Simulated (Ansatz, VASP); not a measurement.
**One calculation of Ge, two programs**

```xyz
8
Lattice="4.0031 0.0400 0.0000 -1.9669 3.4468 0.0000 0.0000 0.0000 13.1567" Properties=species:S:1:pos:R:3 pbc="T T T"
Ge    0.0231    2.3112    2.0517
Ge    2.0131    1.1756   11.1050
Ge    2.0131    1.1756    8.6300
Ge    0.0231    2.3112    4.5267
Ge    0.0000    0.0000    1.2255
Ge    0.0000    0.0000   11.9312
Ge    0.0000    0.0000    7.8039
Ge    0.0000    0.0000    5.3528
```

Alike in both runs: task single point; functional PBEsol; k mesh 6 × 7 × 2; occupations fermi-dirac, width 0.05 eV; no spin polarisation.

|  | VASP | Ansatz |
| --- | --- | --- |
| version | VASP 6.6.1 | Ansatz 0.2.0 |
| potentials or method | VASP PAW PBE potentials, release 64 (Ge_d) | Ansatz PAW |
| plane-wave cutoff (eV) | 520 | 420 |
| valence electrons in the cell | 112 | 112 |

|  | VASP | Ansatz | Ansatz less VASP |
| --- | --- | --- | --- |
| gap on the k mesh at the Fermi level (eV) | 0.02 | 0.02 | +0.005 |
| least direct gap on the mesh (eV) | 0.02 | 0.02 | +0.005 |
| pressure (GPa) | 0.0 | 0.1 | +0.08 |
| traceless stress, the component that is largest in VASP (GPa) | -1.35 | -1.35 | +0.001 |
| rms of the force components (eV/Å) | 0.083 | 0.083 | +0.0005 |

VASP's potentials were made for PBE, not for PBEsol. Atom by atom the forces differ by 0.001 eV/Å (rms over components). With one functional, cell and mesh, what is left measures potentials, basis and numerics.

Noted on Ansatz's run: odd divisions of the mesh miss points on the zone boundary, where band edges often lie, so the gap on the mesh can be too wide.
